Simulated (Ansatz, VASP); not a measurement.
Mg: VASP beside Ansatz

Contents of INCAR:

```
PREC     = Accurate       # precision mode
ENCUT    = 520            # plane-wave cutoff, eV
EDIFF    = 1E-6           # SCF threshold, eV
ISMEAR   = -1             # smearing method
SIGMA    = 0.08           # smearing width, eV
LREAL    = F              # projectors in reciprocal space
LASPH    = T              # aspherical terms in the spheres
NELM     = 80             # most SCF steps
ALGO     = Normal         # electronic algorithm
ISIF     = 2              # what is computed and relaxed
LWAVE    = F              # write WAVECAR
LCHARG   = F              # write CHGCAR
GGA      = PS             # functional
NBANDS   = 9              # bands
```

File KPOINTS:

```
Automatic mesh
0
Gamma
  12 12 8
```

File POSCAR:

```
Mg
1.0
    3.1914671357      0.0000000000      0.0000000000
   -1.5957335678      2.7638916148      0.0000000000
    0.0000000000      0.0000000000      5.1026905387
Mg
2
Direct
    0.3333333333      0.6666666667      0.2500000000
    0.6666666667      0.3333333333      0.7500000000
```

Input for Ansatz:

```yaml
crystal:
  lattice:
    - [3.19146713566, 0.0, 0.0]
    - [-1.59573356783, 2.76389161483, 0.0]
    - [0.0, 0.0, 5.10269053869]
  atoms:
    - { symbol: Mg, position: [0.333333333333, 0.666666666667, 0.25] }
    - { symbol: Mg, position: [0.666666666667, 0.333333333333, 0.75] }
kpoints:
  mp_grid: { grid: [12, 12, 8] }
scf:
  occupations: { method: fermi_dirac, width: 0.08 }
hamiltonian:
  xc: pbesol
  pseudopotentials: { kind: all_electron, lapw: { basis_error: 0.001 } }
output:
  forces: true
  stress: true
  eigenvalues: true
  eigenstates:
    nscf_kmesh: { grid: [20, 20, 12] }
    de_dk: true
    e_range: [-14, 14]
  optics:
    e_range: [0, 20]
    de: 0.2
    sigma: 0.1
    bands: { spectra_wanted_up_to: 20 }
    nscf_kmesh: { grid: [20, 20, 12] }
    drude_damping: 0.05
checkpoint:
  write: ck
  write_wavefunctions: false
```

Alike in both runs: task single point; functional PBEsol; k mesh 12 × 12 × 8; occupations fermi-dirac, width 0.08 eV; no spin polarisation.

|  | VASP | Ansatz |
| --- | --- | --- |
| version | VASP 6.6.1 | Ansatz 0.2.0 |
| potentials or method | VASP PAW PBE potentials, release 64 (Mg), cutoff 520 eV | all-electron LAPW, scalar-relativistic |

|  | VASP | Ansatz | Ansatz less VASP |
| --- | --- | --- | --- |
| pressure (GPa) | 0.0 | 0.0 | +0.03 |

VASP's potentials were made for PBE, not for PBEsol. Ansatz ran all-electron here, and VASP with PAW potentials. Ansatz's warnings: optics on partly filled bands.
